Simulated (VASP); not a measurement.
CdIrS3:

```
Cd Ir S
1.0
     4.51339    0.00000    0.00000
     0.00000    4.51339    0.00000
     0.00000    0.00000    4.51339
Cd Ir S
1 1 3
Direct
  0.00000 0.00000 0.00000
  0.50000 0.50000 0.50000
  0.50000 0.50000 0.00000
  0.00000 0.50000 0.50000
  0.50000 0.00000 0.50000
```

| Property | Result |
| --- | --- |
| Program | VASP 6.6.1 |
| Task | relaxation of cell and atoms |
| Functional | PBE |
| Potentials or basis | VASP PAW PBE potentials, release 64 (Cd, Ir, S) |
| Cutoff | 600 eV |
| k mesh | 4 × 4 × 4 |
| Occupations | gaussian, width 0.1 eV |
| Spin | collinear spin, ferromagnetic start |
| Starting moments | [0.0, 1.0, 0.0, 0.0, 0.0] μB |

At the start: pressure 15.4 GPa; volume 18.39 Å³/atom.

Problem. How do energy, volume and symmetry change on relaxing?

Solution. Over 3 steps the energy falls by 109.3 meV/atom and the volume is 20.98 Å³/atom (+14.1 %); space group Pm-3m (No. 221, to 0.05 Å); moment 0.00 μB per cell.

The path:
```csv
step,energy change (eV),largest force (eV/Å),pressure (GPa),volume (Å³)
1,0.0000,0.0000,15.41,91.94
2,-0.1973,0.0000,-7.84,117.54
3,-0.5467,0.0000,-0.11,104.90
```

Final structure:
```cif
data_structure
_symmetry_space_group_name_H-M 'P 1'
_symmetry_Int_Tables_number 1
_cell_length_a 4.7162
_cell_length_b 4.7162
_cell_length_c 4.7162
_cell_angle_alpha 90.000
_cell_angle_beta 90.000
_cell_angle_gamma 90.000
_cell_volume 104.90
loop_
_atom_site_label
_atom_site_type_symbol
_atom_site_fract_x
_atom_site_fract_y
_atom_site_fract_z
_atom_site_occupancy
Cd1 Cd 0.00000 0.00000 0.00000 1
Ir1 Ir 0.50000 0.50000 0.50000 1
S1 S 0.50000 0.50000 0.00000 1
S2 S 0.00000 0.50000 0.50000 1
S3 S 0.50000 0.00000 0.50000 1
```
